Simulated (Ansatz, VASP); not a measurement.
This is a calculation of Mg7Fe for Ansatz 0.2.0.

Contents of input.yaml:

```yaml
crystal:
  lattice:
    - [6.2108484725, 0.0, 0.0]
    - [-3.1054242363, 5.3787525562, 0.0]
    - [0.0, 0.0, 4.9734911053]
  atoms:
    - { symbol: Fe, position: [0.0, 0.0, 0.0], spin: 3.0 }
    - { symbol: Mg, position: [0.3333333333, 0.6666666667, 0.5] }
    - { symbol: Mg, position: [0.8431255, 0.686251, 0.5] }
    - { symbol: Mg, position: [0.8431255, 0.1568745, 0.5] }
    - { symbol: Mg, position: [0.313749, 0.1568745, 0.5] }
    - { symbol: Mg, position: [0.999297, 0.4996485, 0.0] }
    - { symbol: Mg, position: [0.5003515, 0.4996485, 0.0] }
    - { symbol: Mg, position: [0.5003515, 0.000703, 0.0] }
hamiltonian:
  xc: pbe
  pseudopotentials: { kind: paw }
magnetization:
  spin_polarized: true
kpoints:
  mp_grid: { grid: [5, 5, 6] }
scf:
  occupations: { method: fermi_dirac, width: 0.05 }
output:
  forces: true
  stress: true
  eigenvalues: true
```

Potentials or basis: Ansatz PAW.

Launch:

```sh
$ ansatz run input.yaml --threads 4 --pin off --max-ram 10240MiB --backend cpu --events-out ev --progress --plain --runs-dir out
```

Task: Set up the same calculation for VASP 6.6.1. Potentials there: VASP PAW PBE potentials, release 64 (Fe, Mg).

Result: As run (the cutoff follows the program's own potentials):

Contents of INCAR:

```
SYSTEM = Mg7Fe
PREC = Accurate
ENCUT = 520
EDIFF = 1E-7
ISMEAR = -1
SIGMA = 0.05
LREAL = .FALSE.
LASPH = .TRUE.
NELM = 150
ALGO = Normal
ISIF = 2
LWAVE = .FALSE.
LCHARG = .TRUE.
ISPIN = 2
MAGMOM = 3 0 0 0 0 0 0 0
LORBIT = 11
LMAXMIX = 4
GGA = PE
LELF = .TRUE.
LVHAR = .TRUE.
NBANDS = 25
```

KPOINTS

```
regular mesh
0
G
  5 5 6
  0 0 0
```

File POSCAR:

```
Mg7Fe
1.0
    6.2108484725      0.0000000000      0.0000000000
   -3.1054242363      5.3787525562      0.0000000000
    0.0000000000      0.0000000000      4.9734911053
Fe Mg
1 7
Direct
    0.0000000000      0.0000000000      0.0000000000
    0.3333333333      0.6666666667      0.5000000000
    0.8431255000      0.6862510000      0.5000000000
    0.8431255000      0.1568745000      0.5000000000
    0.3137490000      0.1568745000      0.5000000000
    0.9992970000      0.4996485000      0.0000000000
    0.5003515000      0.4996485000      0.0000000000
    0.5003515000      0.0007030000      0.0000000000
```

Potentials or basis: VASP PAW PBE potentials, release 64 (Fe, Mg).

Launch:

```console
$ cat potpaw_PBE.64/Fe/POTCAR potpaw_PBE.64/Mg/POTCAR > POTCAR
$ mpirun -np 1 vasp_std > vasp.out
```

Both were run:

|  | VASP | Ansatz | Ansatz less VASP |
| --- | --- | --- | --- |
| gap on the k mesh at the Fermi level (eV) | none | none | - |
| pressure (GPa) | -0.3 | -0.2 | +0.11 |
| traceless stress, the component that is largest in VASP (GPa) | -0.24 | -0.22 | +0.018 |
| rms of the force components (eV/Å) | 0.044 | 0.043 | -0.0012 |
| net moment per atom (μB) | 0.31 | 0.31 | +0.002 |
| size of the moment on the site where the two differ most (μB) | 2.68 | 2.74 | +0.068 |

Site moments also hang on the region over which each program counts them. Atom by atom the forces differ by 0.001 eV/Å (rms over components). A gap of «none» marks a metal or a gap that the smearing closes. With one functional, cell and mesh, what is left measures potentials, basis and numerics. VASP's potentials hold 22 valence electrons a cell and Ansatz's 86, so a difference there can come from the potentials and not from the codes.
